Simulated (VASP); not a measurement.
# Ga3Se (Pm-3m) in VASP: notebook, part 2 of 2

VASP 6.6.1. Earlier steps stand in the parts before.

### Step 3. Single point, RPBE

The input, INCAR:

```
PREC = Accurate
ENCUT = 520
EDIFF = 1E-6
ISMEAR = 1
SIGMA = 0.1
LREAL = False
LASPH = True
NELM = 80
ALGO = Normal
ISIF = 2
LWAVE = False
LCHARG = True
GGA = RP
LELF = True
LVHAR = True
NBANDS = 30
```

The input, KPOINTS:

```
Automatic mesh
0
Gamma
  5 5 5
```

The input, POSCAR:

```
Ga3Se
1.0
    4.4324650000      0.0000000000      0.0000000000
    0.0000000000      4.4324650000      0.0000000000
    0.0000000000      0.0000000000      4.4324650000
Ga Se
3 1
Direct
    0.0000000000      0.5000000000      0.5000000000
    0.5000000000      0.0000000000      0.5000000000
    0.5000000000      0.5000000000      0.0000000000
    0.0000000000      0.0000000000      0.0000000000
```

Potentials or basis: VASP PAW PBE potentials, release 64 (Ga_d, Se).

Started as:

```bash
$ cat potpaw_PBE.64/Ga_d/POTCAR potpaw_PBE.64/Se/POTCAR > POTCAR
$ mpirun -np 1 vasp_std > vasp.out
```

OUTCAR:

```text
PREC = Accurate
   ENCUT = 520
   EDIFF = 1E-6
   ISMEAR = 1
   LREAL = False
   LASPH = True
   NELM = 80
   ISIF = 2
   GGA = RP

 ion  position               nearest neighbor table
   1  0.000  0.500  0.500-
   2  0.500  0.000  0.500-
   3  0.500  0.500  0.000-
   4  0.000  0.000  0.000-

  LATTYP: Found a simple cubic cell.
 ALAT       =     4.4324650000

  Lattice vectors:

 A1 = (   4.4324650000,   0.0000000000,   0.0000000000)
 A2 = (   0.0000000000,   4.4324650000,   0.0000000000)
 A3 = (   0.0000000000,   0.0000000000,   4.4324650000)

Analysis of symmetry for initial positions (statically):
=====================================================================
 Subroutine PRICEL returns:
 Original cell was already a primitive cell.

 Routine SETGRP: Setting up the symmetry group for a
 simple cubic supercell.

 Subroutine GETGRP returns: Found 48 space group operations
 (whereof 48 operations were pure point group operations)
 out of a pool of 48 trial point group operations.

The static configuration has the point symmetry O_h .

Analysis of symmetry for dynamics (positions and initial velocities):
=====================================================================
 Subroutine PRICEL returns:
 Original cell was already a primitive cell.

 Routine SETGRP: Setting up the symmetry group for a
 simple cubic supercell.

 Subroutine GETGRP returns: Found 48 space group operations
 (whereof 48 operations were pure point group operations)
 out of a pool of 48 trial point group operations.

[... 99 lines left out ...]
   PSTRESS=    0.0 pullay stress
   NELECT =      45.0000    total number of electrons
   NUPDOWN=      -1.0000    fix difference up-down
   EMIN   =  10.00;   EMAX   =-10.00  energy-range for DOS
   EFERMI =   0.00;   METHOD = LEGACY
   ISMEAR =     1;   SIGMA  =   0.10  broadening in eV -4-tet -1-fermi 0-gaus
   EFERMI_NEDOS =   21; number of points for ismear=-14 and -15
   IALGO  =     38    algorithm
   IMIX   =      4    mixing-type and parameters
     AMIX     =   0.40;   BMIX     =  1.00
     AMIX_MAG =   1.60;   BMIX_MAG =  1.00
  volume/ion in A,a.u.               =      21.77       146.92
  Fermi-wavevector in a.u.,A,eV,Ry     =   1.313713  2.482557 23.481488  1.725841
  Thomas-Fermi vector in A             =   2.444016
   LORBIT       =      0    0 simple, 1 ext, 2 COOP (PROOUT), +10 PAW based schemes
   GGA     = RP    functional components
   LHFCALC =     F    Hartree Fock is set to
   AEXX    =    0.0000 exact exchange contribution
   IVDW    =     0    specifies the selected vdW correction
   LEPSILON=     F    determine dielectric tensor
   LRPA    =     F    only Hartree local field effects (RPA)
 non-spin polarized calculation
 Methfessel and Paxton  Order N= 1 SIGMA  =   0.10
  energy-cutoff  :      520.00
  volume of cell :       87.08
 maximum number of plane-waves:      2356
 NGX is ok and might be reduce to    36
   NGX = 17   NGY = 17   NGZ = 17

 number of electron      44.9999944 magnetization

 Free energy of the ion-electron system (eV)
  ---------------------------------------------------
  ext. energy  EPLUGINS =         0.00000000
  ---------------------------------------------------
  free energy    TOTEN  =       -10.96231362 eV

  energy without entropy =      -10.95503891  energy(sigma->0) =      -10.95988871

 E-fermi :   4.7908     XC(G=0): -10.1438

 val. band max:        4.7431408999   @ k =   0.4000   0.0000   0.0000
 cond. band min:       4.8085988720   @ k =   0.2000   0.2000   0.0000
 fundamental gap:      0.0654579721
 Fermi energy:         4.7907660573

 k-point     1 :       0.0000    0.0000    0.0000
  band No.  band energies     occupation
      1     -10.2978      2.00000
      2     -10.2819      2.00000
      3     -10.2819      2.00000
      4     -10.2819      2.00000
      5     -10.2398      2.00000
      6     -10.2398      2.00000
[... 319 lines left out ...]
     29      12.5970      0.00000
     30      13.0400      0.00000

------------------------ aborting loop because EDIFF is reached ----------------------------------------

  FORCE on cell =-STRESS in cart. coord.  units (eV):
  Direction    XX          YY          ZZ          XY          YZ          ZX
  --------------------------------------------------------------------------------------
  -------------------------------------------------------------------------------------
  Total        0.7211935      0.7211935      0.7211935     -0.0000000      0.0000000      0.0000000
  in kB       13.2686409     13.2686409     13.2686409     -0.0000000      0.0000000      0.0000000
  external PRESSURE =      13.2686409 kB  Pullay stress =       0.0000000 kB

 VOLUME and BASIS-vectors are now :
 -----------------------------------------------------------------------------
  energy-cutoff  :      520.00
  volume of cell :       87.08
      direct lattice vectors                 reciprocal lattice vectors
     4.432465000  0.000000000  0.000000000     0.225608098  0.000000000  0.000000000
     0.000000000  4.432465000  0.000000000     0.000000000  0.225608098  0.000000000
     0.000000000  0.000000000  4.432465000     0.000000000  0.000000000  0.225608098

 POSITION                                       TOTAL-FORCE (eV/Angst)
 -----------------------------------------------------------------------------------
      0.00000      2.21623      2.21623         0.000000      0.000000      0.000000
      2.21623      0.00000      2.21623         0.000000      0.000000      0.000000
      2.21623      2.21623      0.00000         0.000000      0.000000      0.000000
      0.00000      0.00000      0.00000         0.000000      0.000000      0.000000
 -----------------------------------------------------------------------------------
    total drift:                                0.000000      0.000000      0.000000

  FREE ENERGIE OF THE ION-ELECTRON SYSTEM (eV)
  ---------------------------------------------------
  free  energy   TOTEN  =       -10.9623136187 eV

  energy  without entropy=      -10.9550389066  energy(sigma->0) =      -10.95988871
```

OSZICAR:

```text
N       E                     dE             d eps       ncg     rms          rms(c)
DAV:   1     0.306239492209E+03    0.30624E+03   -0.21807E+04   614   0.248E+03
DAV:   2     0.285776885017E+02   -0.27766E+03   -0.26990E+03   612   0.513E+02
DAV:   3    -0.950327205632E+01   -0.38081E+02   -0.36559E+02   708   0.138E+02
DAV:   4    -0.110683953215E+02   -0.15651E+01   -0.15517E+01   692   0.289E+01
DAV:   5    -0.111133708611E+02   -0.44976E-01   -0.44957E-01   686   0.473E+00    0.313E+00
DAV:   6    -0.109713342885E+02    0.14204E+00   -0.38220E-01   830   0.531E+00    0.178E+00
DAV:   7    -0.109654111734E+02    0.59231E-02   -0.62227E-02   678   0.121E+00    0.826E-01
DAV:   8    -0.109623802782E+02    0.30309E-02   -0.99927E-03   740   0.692E-01    0.767E-02
DAV:   9    -0.109622761062E+02    0.10417E-03   -0.23369E-03   742   0.372E-01    0.493E-02
DAV:  10    -0.109623119255E+02   -0.35819E-04   -0.34583E-04   762   0.170E-01    0.100E-02
DAV:  11    -0.109623136707E+02   -0.17452E-05   -0.52154E-05   768   0.591E-02    0.372E-03
DAV:  12    -0.109623136187E+02    0.51935E-07   -0.45617E-06   656   0.144E-02
   1 F= -.10962314E+02 E0= -.10959889E+02  d E =-.727471E-02
```

It took 42 s on 1 thread of AMD EPYC 7R13 (Zen 3), shared host; peak memory 0.17 GiB.

Results:

* Free energy: -10.9623 eV
* Pressure: 1.3 GPa

Levels at points of the mesh, in eV from the Fermi level:
| k point | band 20 | band 21 | band 22 | band 23 | band 24 | band 25 |
| --- | --- | --- | --- | --- | --- | --- |
| (0.00, 0.00, 0.00) | -3.77 | -2.81 | -2.81 | 1.58 | 1.58 | 1.58 |

Caveat: the PAW data sets were made with another functional, which shifts forces and pressure a little.
